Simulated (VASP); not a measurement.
# Hf (Im-3m) in VASP: further runs, part 2 of 2

VASP 6.6.1. Earlier steps stand in the parts before.

## (4) Single point, LDA (volume scaled by 0.92)

The input, INCAR:

```
SYSTEM = Hf
ALGO = Normal
EDIFF = 1E-6
ENCUT = 520
ISIF = 2
ISMEAR = -1
LASPH = .True.
LCHARG = .False.
LREAL = .False.
LWAVE = .False.
NBANDS = 11
NELM = 80
PREC = Accurate
SIGMA = 0.1
```

The input, KPOINTS:

```
k-points
0
Gamma
  14 14 14
  0 0 0
```

The input, POSCAR:

```
Hf
1.0
   -1.6752839819      1.6752839819      1.6752839819
    1.6752839819     -1.6752839819      1.6752839819
    1.6752839819      1.6752839819     -1.6752839819
Hf
1
Direct
    0.0000000000      0.0000000000      0.0000000000
```

Potentials or basis: VASP PAW LDA potentials, release 64 (Hf_pv).

On the command line:

```bash
$ cat potpaw_LDA.64/Hf_pv/POTCAR > POTCAR
$ mpirun -np 1 vasp_std > vasp.out
```

OUTCAR:

```text
SYSTEM = Hf
   EDIFF = 1E-6
   ENCUT = 520
   ISIF = 2
   ISMEAR = -1
   LASPH = .True.
   LREAL = .False.
   NELM = 80
   PREC = Accurate

 ion  position               nearest neighbor table
   1  0.000  0.000  0.000-

  LATTYP: Found a body centered cubic cell.
 ALAT       =     3.3505679638

  Lattice vectors:

 A1 = (  -1.6752839819,   1.6752839819,   1.6752839819)
 A2 = (   1.6752839819,  -1.6752839819,   1.6752839819)
 A3 = (   1.6752839819,   1.6752839819,  -1.6752839819)

Analysis of symmetry for initial positions (statically):
=====================================================================
 Subroutine PRICEL returns:
 Original cell was already a primitive cell.

 Routine SETGRP: Setting up the symmetry group for a
 body centered cubic supercell.

 Subroutine GETGRP returns: Found 48 space group operations
 (whereof 48 operations were pure point group operations)
 out of a pool of 48 trial point group operations.

The static configuration has the point symmetry O_h .

Analysis of symmetry for dynamics (positions and initial velocities):
=====================================================================
 Subroutine PRICEL returns:
 Original cell was already a primitive cell.

 Routine SETGRP: Setting up the symmetry group for a
 body centered cubic supercell.

 Subroutine GETGRP returns: Found 48 space group operations
 (whereof 48 operations were pure point group operations)
 out of a pool of 48 trial point group operations.

The dynamic configuration has the point symmetry O_h .

 Subroutine INISYM returns: Found 48 space group operations
 (whereof 48 operations are pure point group operations),
 and found     1 'primitive' translations

----------------------------------------------------------------------------------------

                                     Primitive cell

  volume of cell :      18.8073

  direct lattice vectors                    reciprocal lattice vectors
    -1.675283982  1.675283982  1.675283982     0.000000000  0.298456862  0.298456862
     1.675283982 -1.675283982  1.675283982     0.298456862  0.000000000  0.298456862
     1.675283982  1.675283982 -1.675283982     0.298456862  0.298456862  0.000000000

[... 112 lines left out ...]
 non-spin polarized calculation
  energy-cutoff  :      520.00
  volume of cell :       18.81
 maximum number of plane-waves:       531
 NGX is ok and might be reduce to    24
   NGX = 11   NGY = 11   NGZ = 11

 number of electron      10.0000000 magnetization

 number of electron       9.9999999 magnetization

 Free energy of the ion-electron system (eV)
  ---------------------------------------------------
  ext. energy  EPLUGINS =         0.00000000
  ---------------------------------------------------
  free energy    TOTEN  =       -10.52170676 eV

  energy without entropy =      -10.47500982  energy(sigma->0) =      -10.49835829

 E-fermi :   5.7050     XC(G=0): -12.2800

 val. band max:        5.7018533320   @ k =   0.2143   0.2143   0.0000
 cond. band min:       5.7071423462   @ k =   0.2857   0.2143   0.1429
 fundamental gap:      0.0052890142
 Fermi energy:         5.7049569173

 k-point     1 :       0.0000    0.0000    0.0000
  band No.  band energies     occupation
      1     -23.2906      2.00000
      2     -23.2906      2.00000
      3     -23.2906      2.00000
      4      -1.7728      2.00000
      5       7.2643      0.00000
      6       7.2643      0.00000
      7       7.2643      0.00000
      8      10.5951      0.00000
      9      10.5951      0.00000
     10      18.6406      0.00000
     11      19.9231      0.00000
[... 309 lines left out ...]
 k-point    24 :       0.3571    0.2857    0.0000
  band No.  band energies     occupation
      1     -24.4139      2.00000
      2     -24.1903      2.00000
      3     -23.4740      2.00000
      4       3.6757      2.00000
      5       5.0347      1.99755
      6       5.5837      1.54139
      7      10.8784      0.00000
      8      11.5299      0.00000
      9      15.1231      0.00000
     10      17.8366      0.00000
     11      18.6522      0.00000

 [... further k-points ...]

------------------------ aborting loop because EDIFF is reached ----------------------------------------

  FORCE on cell =-STRESS in cart. coord.  units (eV):
  Direction    XX          YY          ZZ          XY          YZ          ZX
  --------------------------------------------------------------------------------------
  -------------------------------------------------------------------------------------
  Total        1.2910490      1.2910490      1.2910490      0.0000000      0.0000000     -0.0000000
  in kB      109.9836206    109.9836206    109.9836206      0.0000000      0.0000000     -0.0000000
  external PRESSURE =     109.9836206 kB  Pullay stress =       0.0000000 kB

 VOLUME and BASIS-vectors are now :
 -----------------------------------------------------------------------------
  energy-cutoff  :      520.00
  volume of cell :       18.81
      direct lattice vectors                 reciprocal lattice vectors
    -1.675283982  1.675283982  1.675283982     0.000000000  0.298456862  0.298456862
     1.675283982 -1.675283982  1.675283982     0.298456862  0.000000000  0.298456862
     1.675283982  1.675283982 -1.675283982     0.298456862  0.298456862  0.000000000

 POSITION                                       TOTAL-FORCE (eV/Angst)
 -----------------------------------------------------------------------------------
      0.00000      0.00000      0.00000         0.000000      0.000000     -0.000000
 -----------------------------------------------------------------------------------
    total drift:                               -0.000000      0.000000      0.000000

  FREE ENERGIE OF THE ION-ELECTRON SYSTEM (eV)
  ---------------------------------------------------
  free  energy   TOTEN  =       -10.5217067644 eV

  energy  without entropy=      -10.4750098226  energy(sigma->0) =      -10.49835829
```

It took 8.1 s on 1 thread of AMD EPYC 9R45 (Zen 5), shared host; peak memory 0.11 GiB.

What came out:

| Property | Result |
| --- | --- |
| Free energy | -10.5217 eV |
| Pressure | 11.0 GPa |
| Band gap on the k mesh | zero (band 5 reaches 7.26 eV, above the bottom of band 6 at 4.91 eV) |

Caveat: spin-orbit coupling is left out, which moves the levels of the heavy elements.

## (5) Single point, LDA (volume scaled by 0.96)

The input, INCAR:

```
PREC = Accurate ; ENCUT = 520
EDIFF = 1E-7 ; ISMEAR = -1
SIGMA = 0.1 ; LREAL = F
LASPH = T ; NELM = 60
ALGO = Normal ; ISIF = 2
LWAVE = F ; LCHARG = F
GGA = CA ; NBANDS = 11
```

The input, KPOINTS:

```
Automatic mesh
0
Gamma
  14 14 14
```

The input, POSCAR:

```
Hf
1.0
   -1.6992198441      1.6992198441      1.6992198441
    1.6992198441     -1.6992198441      1.6992198441
    1.6992198441      1.6992198441     -1.6992198441
Hf
1
Direct
    0.0000000000      0.0000000000      0.0000000000
```

On the command line:

```bash
$ cat potpaw_LDA.64/Hf_pv/POTCAR > POTCAR
$ mpirun -np 1 vasp_std > vasp.out
```

Wall time 8.9 s (1 thread of AMD EPYC 9R45 (Zen 5), shared host); peak memory 0.11 GiB.

The run converged. Its results:

| Item | Value |
| --- | --- |
| Free energy | -10.5627 eV |
| Pressure | 5.2 GPa |
| Band gap on the k mesh | zero (band 5 reaches 6.92 eV, above the bottom of band 6 at 4.60 eV) |

Levels at points of the mesh, in eV from the Fermi level:
| k point | band 3 | band 4 | band 5 | band 6 | band 7 | band 8 |
| --- | --- | --- | --- | --- | --- | --- |
| (0.00, 0.00, 0.00) | -29.15 | -7.36 | 1.54 | 1.54 | 1.54 | 4.74 |
| (0.50, 0.00, 0.00) | -29.16 | -3.79 | -0.80 | 1.83 | 4.64 | 5.77 |
| (0.50, 0.50, 0.50) | -30.03 | -3.18 | -3.18 | 7.76 | 7.76 | 7.76 |

Caveat: spin-orbit coupling is left out, which moves the levels of the heavy elements.

## (6) Single point, LDA

The input, INCAR:

```
SYSTEM = Hf
PREC = Accurate ; ENCUT = 520
EDIFF = 1E-7 ; ISMEAR = -1
SIGMA = 0.1 ; LREAL = .FALSE.
LASPH = .TRUE. ; NELM = 100
ALGO = Normal ; ISIF = 2
LWAVE = .FALSE. ; LCHARG = .TRUE.
GGA = CA ; LELF = .TRUE.
LVHAR = .TRUE. ; NBANDS = 11
```

The input, KPOINTS:

```
Automatic mesh
0
G
  14 14 14
  0 0 0
```

The input, POSCAR:

```
Hf
1.0
   -1.7224997211      1.7224997211      1.7224997211
    1.7224997211     -1.7224997211      1.7224997211
    1.7224997211      1.7224997211     -1.7224997211
Hf
1
Direct
    0.0000000000      0.0000000000      0.0000000000
```

Potentials or basis: VASP PAW LDA potentials, release 64 (Hf_pv).

On the command line:

```bash
$ cat potpaw_LDA.64/Hf_pv/POTCAR > POTCAR
$ mpirun -np 1 vasp_std > vasp.out
```

It took 9.7 s on 1 thread of AMD EPYC 9R45 (Zen 5), shared host; peak memory 0.11 GiB.

Results (log left out):

```
Free energy            : -10.5764 eV
Pressure               : 0.2 GPa
Band gap on the k mesh : zero (band 5 reaches 6.59 eV, above the bottom of band 6 at 4.32 eV)
```

Levels at points of the mesh, in eV from the Fermi level:
| k point | band 1 | band 2 | band 3 | band 4 | band 5 | band 6 | band 7 | band 8 | band 9 | band 10 |
| --- | --- | --- | --- | --- | --- | --- | --- | --- | --- | --- |
| (0.00, 0.00, 0.00) | -29.31 | -29.31 | -29.31 | -7.23 | 1.52 | 1.52 | 1.52 | 4.59 | 4.59 | 12.66 |
| (0.50, 0.00, 0.00) | -30.43 | -29.67 | -29.32 | -3.64 | -0.70 | 1.62 | 4.46 | 5.55 | 8.39 | 11.02 |
| (0.50, 0.50, 0.50) | -30.09 | -30.09 | -30.09 | -2.97 | -2.97 | 7.43 | 7.43 | 7.43 | 8.09 | 8.09 |

Caveat: spin-orbit coupling is left out, which moves the levels of the heavy elements.

## (7) Summary

```csv
cell,k mesh,gap on the mesh (eV),pressure (GPa)
"a = 2.983 Å, angles 109.5°, 1 atom",12 × 12 × 12,none,0.2
"a = 2.859 Å, angles 109.5°, 1 atom",14 × 14 × 14,none,17.9
"a = 2.902 Å, angles 109.5°, 1 atom",14 × 14 × 14,none,11.0
"a = 2.943 Å, angles 109.5°, 1 atom",14 × 14 × 14,none,5.2
"a = 2.983 Å, angles 109.5°, 1 atom",14 × 14 × 14,none,0.2
```

Alike in all rows: task single point; level LDA; potentials or basis VASP PAW LDA potentials, release 64 (Hf_pv); no spin polarisation; cutoff (eV) 520; smearing fermi-dirac 0.1 eV.

Caveats: spin-orbit coupling is left out, which moves the levels of the heavy elements.

Total energies depend on the potentials used, so only differences within one code and one set of settings carry meaning.
